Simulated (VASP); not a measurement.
Write the native input for VASP 6.6.1 that does the following.

```
Task                               : single point
Functional                         : PBE-based screened hybrid
Potentials or basis                : VASP PAW PBE potentials, release 64 (Si)
Cutoff                             : 520 eV
k mesh                             : 5 × 5 × 5
Occupations                        : fermi-dirac, width 0.05 eV
Spin                               : no spin polarisation
Dipole correction                  : no
Grid for exact exchange (PRECFOCK) : Normal
Share of exact exchange            : 0.25
Further INCAR settings             : ALGO = Normal; EDIFF = 1e-06; NBANDS = 8
Screening parameter                : 0.6 1/Å
```

The system is Si.

```
Si
1.0
     2.53211    0.00000    0.00000
     0.00000    2.53211    0.00000
     0.00000    0.00000    2.53211
Si
1
Direct
  0.50000 0.50000 0.50000
```

These files were run (other wordings do the same):

POSCAR

```
Si
1.0
    2.5321100000      0.0000000000      0.0000000000
    0.0000000000      2.5321100000      0.0000000000
    0.0000000000      0.0000000000      2.5321100000
Si
1
Direct
    0.5000000000      0.5000000000      0.5000000000
```

INCAR.step1

```
ALGO = Normal
EDIFF = 1E-5
ENCUT = 520
GGA = PE
ISIF = 2
ISMEAR = -1
LASPH = T
LCHARG = F
LREAL = F
LWAVE = T
NBANDS = 8
NELM = 100
PREC = Accurate
SIGMA = 0.05
```

INCAR.step2

```
AEXX = 0.25
ALGO = Normal
EDIFF = 1E-6
ENCUT = 520
GGA = PE
HFSCREEN = 0.6
ISIF = 2
ISMEAR = -1
ISTART = 1
LASPH = T
LCHARG = F
LHFCALC = T
LREAL = F
LWAVE = F
NBANDS = 8
NELM = 100
PREC = Accurate
PRECFOCK = Normal
SIGMA = 0.05
```

KPOINTS

```
k-points
0
Gamma
  5 5 5
```

Potentials or basis: VASP PAW PBE potentials, release 64 (Si).

Command:

```bash
$ cat potpaw_PBE.64/Si/POTCAR > POTCAR
$ cp INCAR.step1 INCAR
$ mpirun -np 1 vasp_std > vasp.out
$ cp INCAR.step2 INCAR
$ mpirun -np 1 vasp_std > vasp.out
```

Results of the run:

| Quantity | Value |
| --- | --- |
| Pressure | 2.1 GPa |
| Band gap on the k mesh | zero (band 2 reaches 16.02 eV, above the bottom of band 3 at 7.03 eV) |

Caveat: the k points lie up to 0.50 Å⁻¹ apart; the PAW data sets were made with another functional, which shifts forces and pressure a little.

It took 19 s on 1 thread of Intel(R) Xeon(R) 6975P-C (Granite Rapids), with other jobs on the host, peak memory 0.21 GiB.
